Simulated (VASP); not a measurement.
Write the native input for VASP 6.6.1 that does the following.

| Quantity | Value |
| --- | --- |
| Task | single point |
| Functional | PBE |
| Dispersion | D3(BJ) |
| Potentials or basis | VASP PAW PBE potentials, release 64 (O, H, F) |
| Cutoff | 520 eV |
| k mesh | 1 × 1 × 1 |
| Occupations | fermi-dirac, width 0.02 eV |
| Spin | no spin polarisation |
| Dipole correction | no |
| Further INCAR settings | LREAL = Auto; ALGO = Normal; EDIFF = 1e-06; NBANDS = 55 |

The structure of H17O8F lies in POSCAR:

```
H17O8F
1.0
    6.4950650000      0.0000000000      0.0000000000
    0.0000000000      6.4950650000      0.0000000000
    0.0000000000      0.0000000000      6.4950650000
O H F
8 17 1
Direct
    0.7025641776     -0.1933160022      0.6259521652
    0.5235051535      0.1818303589      0.1164114601
    0.0137027112      0.4332828078      0.4329132965
    0.3364400510      0.1949480105      0.5742821665
    0.6139430475      0.3961315245      0.7225331848
    0.8600067898      0.9101063654      0.1965338299
    0.6247666498      0.5270924925      0.3276487610
    0.3268635495      0.7881060467      0.1077895294
    0.6768523487     -0.3338688681      0.6140200291
    0.6673682250     -0.0924702062      0.5343903410
    0.4885247492      0.1711145308     -0.0184755657
    0.3930830561      0.1321464835      0.2152711328
   -0.1399524100      0.4069089378      0.3823826243
    0.0561811160      0.3086035321      0.5223504307
    0.4024286131      0.3232916068      0.5821650746
    0.3537147049      0.0992445803      0.6912324973
    0.6853972978      0.2589966382      0.7939412462
    0.7161899073      0.3974094178      0.5924190135
    0.7769437257      1.0212368929      0.1447868497
    0.8649490036      0.9346172825      0.3541919904
    0.6932648095      0.6285079518      0.2522530567
    0.5186553175      0.4550531827      0.2421684771
    0.3835835361      0.7676597540     -0.0369049424
    0.1715610236      0.8032252179      0.1086517225
    0.0097150683      0.7729252902      0.6922486534
    0.1405990548      0.8378515073      0.6792849648
```

One way to write it, as run:

INCAR

```
PREC = Accurate
ENCUT = 520
EDIFF = 1E-6
ISMEAR = -1
SIGMA = 0.02
LREAL = Auto
LASPH = True
NELM = 60
ALGO = Normal
ISIF = 2
LWAVE = False
LCHARG = True
GGA = PE
IVDW = 12
LELF = True
LVHAR = True
NBANDS = 55
```

KPOINTS

```
Automatic mesh
0
Gamma
  1 1 1
```

Potentials or basis: VASP PAW PBE potentials, release 64 (O, H, F).

Command:

```console
$ cat potpaw_PBE.64/O/POTCAR potpaw_PBE.64/H/POTCAR potpaw_PBE.64/F/POTCAR > POTCAR
$ mpirun -np 1 vasp_gam > vasp.out
```

It gave:

The pressure is -0.9 GPa. The largest force is 6.303 eV/Å, the band gap on the k mesh is 3.63 eV and the dispersion energy per atom is -0.032 eV.

Caveat: the k points lie up to 0.97 Å⁻¹ apart.

It took 38 s on 1 thread of Intel Xeon 6975P-C, with other jobs on the host, peak memory 0.3 GiB.
